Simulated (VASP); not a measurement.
# NbTe (P-6m2) in VASP: settings compared, part 2 of 2

VASP 6.6.1.

## 6. Single point, PBEsol

This run uses another cell than the first one, of 20.65 Å³/atom, 1.021 times its volume.

The input, INCAR:

```
SYSTEM = NbTe
PREC = Accurate
ENCUT = 520
EDIFF = 1E-7
ISMEAR = -1
SIGMA = 0.05
LREAL = .False.
LASPH = .True.
NELM = 100
ALGO = Normal
ISIF = 2
LWAVE = .False.
LCHARG = .False.
GGA = PS
NBANDS = 16
```

The input, KPOINTS:

```
Automatic mesh
0
Gamma
  8 8 7
  0 0 0
```

The input, POSCAR:

```
NbTe
1.0
    3.6068447426      0.0000000000      0.0000000000
   -1.8034223713      3.1236191746      0.0000000000
    0.0000000000      0.0000000000      3.6659534179
Te Nb
1 1
Direct
    0.6666666667      0.3333333333      0.0000000000
    0.0000000000      0.0000000000      0.5000000000
```

Potentials or basis: VASP PAW PBE potentials, release 64 (Te, Nb_sv).

On the command line:

```sh
> cat potpaw_PBE.64/Te/POTCAR potpaw_PBE.64/Nb_sv/POTCAR > POTCAR
> mpirun -np 1 vasp_std > vasp.out
```

OUTCAR:

```text
SYSTEM = NbTe
   PREC = Accurate
   ENCUT = 520
   EDIFF = 1E-7
   ISMEAR = -1
   LREAL = .False.
   LASPH = .True.
   NELM = 100
   ISIF = 2
   GGA = PS

 ion  position               nearest neighbor table
   1  0.667  0.333  0.000-   2 2.77   2 2.77   2 2.77   2 2.77   2 2.77   2 2.77
   2  0.000  0.000  0.500-   1 2.77   1 2.77   1 2.77   1 2.77   1 2.77   1 2.77

  LATTYP: Found a hexagonal cell.
 ALAT       =     3.6068447426
 C/A-ratio  =     1.0163879178

  Lattice vectors:

 A1 = (   3.6068447426,   0.0000000000,   0.0000000000)
 A2 = (  -1.8034223713,   3.1236191746,   0.0000000000)
 A3 = (   0.0000000000,   0.0000000000,   3.6659534179)

Analysis of symmetry for initial positions (statically):
=====================================================================
 Subroutine PRICEL returns:
 Original cell was already a primitive cell.

 Routine SETGRP: Setting up the symmetry group for a
 hexagonal supercell.

 Subroutine GETGRP returns: Found 12 space group operations
 (whereof 12 operations were pure point group operations)
 out of a pool of 24 trial point group operations.

The static configuration has the point symmetry D_3h.

Analysis of symmetry for dynamics (positions and initial velocities):
=====================================================================
 Subroutine PRICEL returns:
 Original cell was already a primitive cell.

 Routine SETGRP: Setting up the symmetry group for a
 hexagonal supercell.

 Subroutine GETGRP returns: Found 12 space group operations
 (whereof 12 operations were pure point group operations)
 out of a pool of 24 trial point group operations.

The dynamic configuration has the point symmetry D_3h.

 Subroutine INISYM returns: Found 12 space group operations
 (whereof 12 operations are pure point group operations),
 and found     1 'primitive' translations

----------------------------------------------------------------------------------------

                                     Primitive cell

  volume of cell :      41.3021

  direct lattice vectors                    reciprocal lattice vectors
     3.606844743  0.000000000  0.000000000     0.277250636  0.160070730  0.000000000
    -1.803422371  3.123619175  0.000000000     0.000000000  0.320141459  0.000000000
     0.000000000  0.000000000  3.665953418     0.000000000  0.000000000  0.272780335

  length of vectors
     3.606844743  3.606844743  3.665953418     0.320141459  0.320141459  0.272780335

  position of ions in fractional coordinates (direct lattice)
     0.666666667  0.333333333  0.000000000
     0.000000000  0.000000000  0.500000000

  ion indices of the primitive-cell ions
   primitive index   ion index
                 1           1
                 2           2

----------------------------------------------------------------------------------------

 KPOINTS: Automatic mesh

Automatic generation of k-mesh.
 Grid dimensions read from file:
 generate k-points for:    8    8    7

 Generating k-lattice:

  Cartesian coordinates                     Fractional coordinates (reciprocal lattice)
     0.034656330  0.020008841  0.000000000     0.125000000 -0.000000000  0.000000000
     0.000000000  0.040017682  0.000000000     0.000000000  0.125000000  0.000000000
     0.000000000  0.000000000  0.038968619     0.000000000  0.000000000  0.142857143

  Length of vectors
     0.040017682  0.040017682  0.038968619

  Shift w.r.t. Gamma in fractional coordinates (k-lattice)
     0.000000000  0.000000000  0.000000000

 Subroutine IBZKPT returns following result:
 ===========================================

 Found     40 irreducible k-points:

 Following reciprocal coordinates:
            Coordinates               Weight
  0.000000  0.000000  0.000000      1.000000
  0.125000 -0.000000  0.000000      6.000000
  0.250000 -0.000000  0.000000      6.000000
  0.375000  0.000000  0.000000      6.000000
  0.500000 -0.000000  0.000000      3.000000
  0.125000  0.125000  0.000000      6.000000
[... 16 lines left out ...]
  0.250000 -0.000000  0.285714     12.000000
  0.375000  0.000000  0.285714     12.000000
 [... further k-points ...]
   k-points           NKPTS =     40   k-points in BZ     NKDIM =     40   number of bands    NBANDS=     16
   number of dos      NEDOS =    301   number of ions     NIONS =      2
   total plane-waves  NPLWV =  21952
   dimension x,y,z NGX =    28 NGY =   28 NGZ =   28
   dimension x,y,z NGXF=    56 NGYF=   56 NGZF=   56
   ions per type =               1   1
   NGX,Y,Z   is equivalent  to a cutoff of  12.91, 12.91, 12.70 a.u.
   NGXF,Y,Z  is equivalent  to a cutoff of  25.81, 25.81, 25.40 a.u.
 SYSTEM =  NbTe
   PREC   = accura    normal or accurate (medium, high low for compatibility)
   ISTART =      0    job   : 0-new  1-cont  2-samecut
   ICHARG =      2    charge: 1-file 2-atom 10-const
   ISPIN  =      1    spin polarized calculation?
   LNONCOLLINEAR =      F non collinear calculations
   LSORBIT =      F    spin-orbit coupling
   LASPH  =      T    aspherical Exc in radial PAW
   ENCUT  =  520.0 eV  38.22 Ry    6.18 a.u.   6.71  6.71  6.82*2*pi/ulx,y,z
   NELM   =    100;   NELMIN=  2; NELMDL= -5     # of ELM steps
   EDIFF  = 0.1E-06   stopping-criterion for ELM
   LREAL  =      F    real-space projection
   EDIFFG = 0.1E-05   stopping-criterion for IOM
   NSW    =      0    number of steps for IOM
   IBRION =     -1    ionic relax: 0-MD 1-quasi-New 2-CG
   NFREE  =      0    steps in history (QN), initial steepest desc. (CG)
   ISIF   =      2    stress and relaxation
   ISYM   =      2    0-nonsym 1-usesym 2-fastsym
   POTIM  = 0.5000    time-step for ionic-motion
   TEBEG  =    0.0;   TEEND  =   0.0 temperature during run
   PSTRESS=    0.0 pullay stress
   NELECT =      19.0000    total number of electrons
   NUPDOWN=      -1.0000    fix difference up-down
   EMIN   =  10.00;   EMAX   =-10.00  energy-range for DOS
   EFERMI =   0.00;   METHOD = LEGACY
   ISMEAR =    -1;   SIGMA  =   0.05  broadening in eV -4-tet -1-fermi 0-gaus
   EFERMI_NEDOS =   21; number of points for ismear=-14 and -15
   IALGO  =     38    algorithm
   IMIX   =      4    mixing-type and parameters
     AMIX     =   0.40;   BMIX     =  1.00
     AMIX_MAG =   1.60;   BMIX_MAG =  1.00
  volume/ion in A,a.u.               =      20.65       139.36
  Fermi-wavevector in a.u.,A,eV,Ry     =   1.263771  2.388182 21.730113  1.597118
  Thomas-Fermi vector in A             =   2.397111
   LORBIT       =      0    0 simple, 1 ext, 2 COOP (PROOUT), +10 PAW based schemes
   GGA     = PS    functional components
   LHFCALC =     F    Hartree Fock is set to
   AEXX    =    0.0000 exact exchange contribution
   IVDW    =     0    specifies the selected vdW correction
   LEPSILON=     F    determine dielectric tensor
   LRPA    =     F    only Hartree local field effects (RPA)
 non-spin polarized calculation
  energy-cutoff  :      520.00
  volume of cell :       41.30
 maximum number of plane-waves:      1131
 NGX is ok and might be reduce to    28
   NGX = 13   NGY = 13   NGZ = 13

 number of electron      19.0000003 magnetization

 Free energy of the ion-electron system (eV)
  ---------------------------------------------------
  ext. energy  EPLUGINS =         0.00000000
  ---------------------------------------------------
  free energy    TOTEN  =       -14.90063779 eV

  energy without entropy =      -14.89136395  energy(sigma->0) =      -14.89600087

 E-fermi :  11.7910     XC(G=0): -11.6884

 val. band max:       11.7546395255   @ k =   0.1250  -0.0000   0.2857
 cond. band min:      11.8596456731   @ k =   0.2500   0.1250   0.2857
 fundamental gap:      0.1050061476
 Fermi energy:        11.7910120720

 k-point     1 :       0.0000    0.0000    0.0000
  band No.  band energies     occupation
      1     -43.6309      2.00000
      2     -19.8927      2.00000
      3     -19.6565      2.00000
      4     -19.6565      2.00000
      5      -2.8723      2.00000
      6       8.4744      2.00000
[... 8 lines left out ...]
     15      17.7407      0.00000
     16      19.0713      0.00000

 k-point     2 :       0.1250   -0.0000    0.0000
  band No.  band energies     occupation
      1     -43.6289      2.00000
      2     -19.8880      2.00000
      3     -19.6838      2.00000
      4     -19.6629      2.00000
      5      -2.6601      2.00000
      6       7.7221      2.00000
[... 8 lines left out ...]
     15      17.6814      0.00000
     16      19.9065      0.00000
[... 387 lines left out ...]
      5      -1.5189      2.00000
      6       5.7676      2.00000
[... 8 lines left out ...]
     15      19.0054      0.00000
     16      20.6540      0.00000

 k-point    24 :       0.3750    0.0000    0.2857
  band No.  band energies     occupation
      1     -43.6159      2.00000
      2     -19.9384      2.00000
      3     -19.7981      2.00000
      4     -19.6830      2.00000
      5      -1.0109      2.00000
      6       5.2167      2.00000
[... 8 lines left out ...]
     15      18.2975      0.00000
     16      20.8651      0.00000

 [... further k-points ...]
[... 5 lines left out ...]
  --------------------------------------------------------------------------------------
  -------------------------------------------------------------------------------------
  Total        0.4911198      0.4911198      0.4889991     -0.0000000      0.0000000      0.0000000
  in kB       19.0513417     19.0513417     18.9690771     -0.0000000      0.0000000      0.0000000
  external PRESSURE =      19.0239202 kB  Pullay stress =       0.0000000 kB

 VOLUME and BASIS-vectors are now :
 -----------------------------------------------------------------------------
  energy-cutoff  :      520.00
  volume of cell :       41.30
      direct lattice vectors                 reciprocal lattice vectors
     3.606844743  0.000000000  0.000000000     0.277250636  0.160070730  0.000000000
    -1.803422371  3.123619175  0.000000000     0.000000000  0.320141459  0.000000000
     0.000000000  0.000000000  3.665953418     0.000000000  0.000000000  0.272780335

 POSITION                                       TOTAL-FORCE (eV/Angst)
 -----------------------------------------------------------------------------------
      1.80342      1.04121      0.00000        -0.000000      0.000000      0.000000
      0.00000      0.00000      1.83298         0.000000      0.000000      0.000000
 -----------------------------------------------------------------------------------
    total drift:                               -0.000000      0.000000     -0.000000

  FREE ENERGIE OF THE ION-ELECTRON SYSTEM (eV)
  ---------------------------------------------------
  free  energy   TOTEN  =       -14.9006377931 eV

  energy  without entropy=      -14.8913639504  energy(sigma->0) =      -14.89600087
```

OSZICAR:

```text
N       E                     dE             d eps       ncg     rms          rms(c)
DAV:   1     0.154340612828E+03    0.15434E+03   -0.98203E+03  1280   0.111E+03
DAV:   2    -0.497008535270E+01   -0.15931E+03   -0.15461E+03  1640   0.372E+02
DAV:   3    -0.151175514285E+02   -0.10147E+02   -0.99765E+01  2360   0.714E+01
DAV:   4    -0.153426993093E+02   -0.22515E+00   -0.22487E+00  1536   0.100E+01
DAV:   5    -0.153510408602E+02   -0.83416E-02   -0.83404E-02  2144   0.192E+00    0.779E+00
DAV:   6    -0.149397722231E+02    0.41127E+00   -0.12453E+00  2016   0.973E+00    0.339E+00
DAV:   7    -0.149095326328E+02    0.30240E-01   -0.72046E-02  1576   0.193E+00    0.171E+00
DAV:   8    -0.149007175063E+02    0.88151E-02   -0.21629E-02  1864   0.998E-01    0.223E-01
DAV:   9    -0.149006382637E+02    0.79243E-04   -0.18154E-03  1584   0.336E-01    0.122E-01
DAV:  10    -0.149006405478E+02   -0.22841E-05   -0.24802E-04  2032   0.164E-01    0.262E-02
DAV:  11    -0.149006381637E+02    0.23841E-05   -0.13908E-05  1800   0.366E-02    0.134E-02
DAV:  12    -0.149006379547E+02    0.20904E-06   -0.83940E-07  1736   0.939E-03    0.164E-03
DAV:  13    -0.149006378530E+02    0.10166E-06   -0.51077E-08  1040   0.191E-03    0.613E-04
DAV:  14    -0.149006377931E+02    0.59868E-07   -0.95375E-09  1032   0.120E-03
   1 F= -.14900638E+02 E0= -.14896001E+02  d E =-.927384E-02
```

Run time: 15 s. Hardware: 1 thread of Intel Xeon Platinum 8488C (Sapphire Rapids), shared host; peak memory 0.17 GiB.

What came out:

```yaml
Free_energy: -14.9006 eV
Pressure: 1.9 GPa
```

Caveat: the PAW data sets were made with another functional, which shifts forces and pressure a little; spin-orbit coupling is left out, which moves the levels of the heavy elements.

## 7. Overview

```csv
level,cell,gap on the mesh (eV),pressure (GPa)
PBEsol,"a = 3.574, b = 3.574, c = 3.658 Å, angles 90.0, 90.0, 120.0°, 2 atoms",none,4.9
PBEsol+D3(BJ),"a = 3.568, b = 3.568, c = 3.655 Å, angles 90.0, 90.0, 120.0°, 2 atoms",none,-0.1
PBEsol+D3(BJ),"a = 3.579, b = 3.579, c = 3.658 Å, angles 90.0, 90.0, 120.0°, 2 atoms",none,-1.0
PBEsol,"a = 3.630, b = 3.630, c = 3.674 Å, angles 90.0, 90.0, 120.0°, 2 atoms",none,-0.1
PBEsol,"a = 3.607, b = 3.607, c = 3.666 Å, angles 90.0, 90.0, 120.0°, 2 atoms",none,1.9
```

Alike in all rows: task single point; potentials or basis VASP PAW PBE potentials, release 64 (Te, Nb_sv); no spin polarisation; k mesh 8 × 8 × 7; cutoff (eV) 520; smearing fermi-dirac 0.05 eV.

Caveats: the PAW data sets were made with another functional, which shifts forces and pressure a little; spin-orbit coupling is left out, which moves the levels of the heavy elements; pairwise dispersion overbinds metals, which lowers pressure and volume (some runs); three body term missing (some runs).

Total energies depend on the potentials used, so only differences within one code and one set of settings carry meaning.
